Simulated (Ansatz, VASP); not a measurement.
Two plane-wave programs on BeAs2

```
Be As
1.0
     0.00000    3.84054    3.84054
     3.84054    0.00000    3.84054
     3.84054    3.84054    0.00000
Be As
2 4
Direct
  0.50000 0.50000 0.50000
  0.75000 0.75000 0.75000
  0.12500 0.12500 0.12500
  0.62500 0.12500 0.12500
  0.12500 0.12500 0.62500
  0.12500 0.62500 0.12500
```

Alike in both runs: functional PBE; k mesh 8 × 8 × 8; occupations gaussian, width 0.1 eV; no spin polarisation.

Ansatz relaxed the structure, and its values are those at the end. VASP's run is a single point on that final structure, the one shown.

|  | VASP | Ansatz |
| --- | --- | --- |
| version | VASP 6.6.1 | Ansatz 0.2.0 |
| potentials or method | VASP PAW PBE potentials, release 64 (Be, As), cutoff 520 eV | scalar-relativistic, plane waves, PAW |
| valence electrons in the cell | 24 | 64 |

Ansatz gave:

* gap on the k mesh at the Fermi level (eV): none
* pressure (GPa): 0.0

Q: Which values does VASP return?

A: gap on the k mesh at the Fermi level (eV): none; pressure (GPa): 0.1.

A gap of «none» marks a metal or a gap that the smearing closes. The functional is the same, so the differences come from potentials, cutoffs and numerics. VASP's potentials hold 24 valence electrons a cell and Ansatz's 64, so a difference there can come from the potentials and not from the codes.
